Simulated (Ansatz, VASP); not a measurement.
Sr in VASP and in Ansatz

```
CELL_PARAMETERS angstrom
0.00000 2.98077 2.98077
2.98077 0.00000 2.98077
2.98077 2.98077 0.00000
ATOMIC_POSITIONS crystal
Sr 0.00000 0.00000 0.00000
```

Change from the starting cell: volume scaled by 0.9405, PAW files.

Alike in both runs: task electric field gradients; functional PBE; k mesh 10 × 10 × 10; occupations fermi-dirac, width 0.08 eV; no spin polarisation.

|  | VASP | Ansatz |
| --- | --- | --- |
| version | VASP 6.6.1 | Ansatz 0.2.0 |
| potentials or method | VASP PAW PBE potentials, release 64 (Sr_sv) | PAW with Ansatz's default frozen-core files, scalar-relativistic |
| plane-wave cutoff (eV) | 520 | 420 |
| valence electrons in the cell | 10 | 10 |

|  | VASP | Ansatz | Ansatz less VASP |
| --- | --- | --- | --- |
| pressure (GPa) | 0.5 | 0.5 | -0.01 |
